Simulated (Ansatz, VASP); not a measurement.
## One calculation of LiF, two programs

```
Li F
1.0
     0.00000    2.09456    2.01400
     2.09456    0.00000    2.01400
     2.09456    2.09456    0.00000
Li F
1 1
Direct
  0.00000 0.00000 0.00000
  0.50000 0.50000 0.50000
```

Change from the starting cell: strain +0.040 along x and y, +0.000 along z, atoms carried along.

Alike in both runs: task single point; functional PBE; k mesh 10 × 10 × 10; occupations gaussian, width 0.05 eV; no spin polarisation.

```csv
,VASP,Ansatz
version,VASP 6.6.1,Ansatz 0.2.0
potentials or method,"VASP PAW PBE potentials, release 64 (Li_sv, F), cutoff 520 eV","scalar-relativistic, plane waves, PAW"
valence electrons in the cell,10,10
```

```csv
,VASP,Ansatz,Ansatz less VASP
gap on the k mesh at the Fermi level (eV),8.39,8.39,+0.001
least direct gap on the mesh (eV),8.39,8.39,+0.001
```

The functional is the same, so the differences come from potentials, cutoffs and numerics.

Noted on VASP's run: the cutoff is short for stress, so the pressure is rough.
